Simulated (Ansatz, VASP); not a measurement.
Ir in VASP and in Ansatz

Contents of INCAR:

```
PREC     = Accurate       # precision mode
ENCUT    = 520            # plane-wave cutoff, eV
EDIFF    = 1E-7           # SCF threshold, eV
ISMEAR   = -1             # smearing method
SIGMA    = 0.3            # smearing width, eV
LREAL    = F              # projectors in reciprocal space
LASPH    = T              # aspherical terms in the spheres
NELM     = 60             # most SCF steps
ALGO     = Normal         # electronic algorithm
ISIF     = 2              # what is computed and relaxed
LWAVE    = F              # write WAVECAR
LCHARG   = F              # write CHGCAR
GGA      = PE             # functional
NBANDS   = 16             # bands
```

File KPOINTS:

```
Automatic mesh
0
Gamma
  10 10 5
```

POSCAR

```
Ir
1.0
    2.8573028074      0.0000000000      0.0000000000
   -1.4286514037      2.4744965647      0.0000000000
    0.0000000000      0.0000000000      4.6340829011
Ir
2
Direct
    0.6666666667      0.3333333333      0.7500000000
    0.3333333333      0.6666666667      0.2500000000
```

Input for Ansatz:

```yaml
crystal:
  lattice:
    - [2.857302807392577, 0.0, 0.0]
    - [-1.4286514036962885, 2.4744965647218087, 0.0]
    - [0.0, 0.0, 4.634082901149833]
  atoms:
    - { symbol: Ir, position: [0.6666666666666666, 0.3333333333333333, 0.75] }
    - { symbol: Ir, position: [0.3333333333333333, 0.6666666666666666, 0.25] }
basis:
  ecutwfc: 435.382179935808
kpoints:
  mp_grid:
    grid: [10, 10, 5]
hamiltonian:
  xc: pbe
scf:
  max_iter: 80
  convergence:
    dr2_threshold: 1.0e-07
  mixing:
    algorithm: anderson
    beta: 0.5
  occupations:
    method: fermi_dirac
    width: 0.3
output:
  stress: true
```

Alike in both runs: task single point; functional PBE; k mesh 10 × 10 × 5; occupations fermi-dirac, width 0.3 eV; no spin polarisation.

|  | VASP | Ansatz |
| --- | --- | --- |
| version | VASP 6.6.1 | Ansatz 0.2.0 |
| potentials or method | VASP PAW PBE potentials, release 64 (Ir), cutoff 520 eV | plane waves, PAW |
| valence electrons in the cell | 18 | 34 |

```tsv
	VASP	Ansatz	Ansatz less VASP
pressure (GPa)	-26.4	-26.7	-0.26
traceless stress, the component that is largest in VASP (GPa)	-0.54	-0.54	0.000
```

With one functional, cell and mesh, what is left measures potentials, basis and numerics. VASP's potentials hold 18 valence electrons a cell and Ansatz's 34, so a difference there can come from the potentials and not from the codes. Ansatz's warnings: stress scf threshold loose.

Neither program's run includes spin-orbit coupling.
